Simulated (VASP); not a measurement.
# Sr2Sb2O: single point with PBE+D3(BJ)

Sr2Sb2O:

```xyz
5
Lattice="3.6301 0.0000 0.0000 -1.8151 3.1438 0.0000 0.0000 0.0000 8.6306" Properties=species:S:1:pos:R:3 pbc="T T T"
Sr    0.0000    2.0958    7.8394
Sr    1.8151    1.0479    0.7912
Sb    1.8151    1.0479    5.7509
Sb    0.0000    2.0958    2.8797
O     0.0000    0.0000    0.0000
```

```yaml
Program: VASP 6.6.1
Task: single point
Functional: PBE
Dispersion: D3(BJ)
Potentials_or_basis: VASP PAW PBE potentials, release 64 (Sr_sv, Sb, O)
Cutoff: 520 eV
k_mesh: 6 × 6 × 2
Occupations: gaussian, width 0.1 eV
Spin: no spin polarisation
Dipole_correction: no
Further_INCAR_settings: ALGO = Normal; EDIFF = 1e-06; NBANDS = 26
```

* Pressure: 34.9 GPa
* Largest force: 3.434 eV/Å
* Band gap on the k mesh: zero (band 18 reaches 9.14 eV, above the bottom of band 19 at 6.51 eV)
* Dispersion energy per atom: -0.456 eV

Forces in eV/Å, atoms in the order of the input:
```
Sr   0.000  0.000 -3.434
Sr   0.000  0.000  3.434
Sb   0.000  0.000 -3.327
Sb   0.000  0.000  3.327
O    0.000  0.000  0.000
```

Levels at points of the mesh, in eV from the Fermi level:
```tsv
k point	band 14	band 15	band 16	band 17	band 18	band 19	band 20	band 21	band 22	band 23
(0.00, 0.00, 0.00)	-5.44	-3.60	0.75	1.84	1.84	2.19	2.19	2.69	2.82	2.82
(0.50, 0.00, 0.00)	-3.94	-3.52	-3.37	-1.28	-0.92	0.09	1.01	1.31	4.36	4.86
(0.00, 0.00, 0.50)	-5.64	-2.46	-0.32	1.80	1.87	1.87	2.36	2.36	2.60	2.60
(0.50, 0.00, 0.50)	-3.80	-3.67	-3.51	-1.22	-0.12	0.18	0.83	1.48	3.54	4.46
```

It took 30 s on 1 thread of Intel(R) Xeon(R) Platinum 8488C (Sapphire Rapids) (shared host), peak memory 0.24 GiB.

Caveat: the k points lie up to 0.36 Å⁻¹ apart; spin-orbit coupling is left out, which moves the levels of the heavy elements; pairwise dispersion overbinds metals, which lowers pressure and volume; forces of over 1 eV/Å act on the atoms, so gaps and moduli don't describe the material at rest.
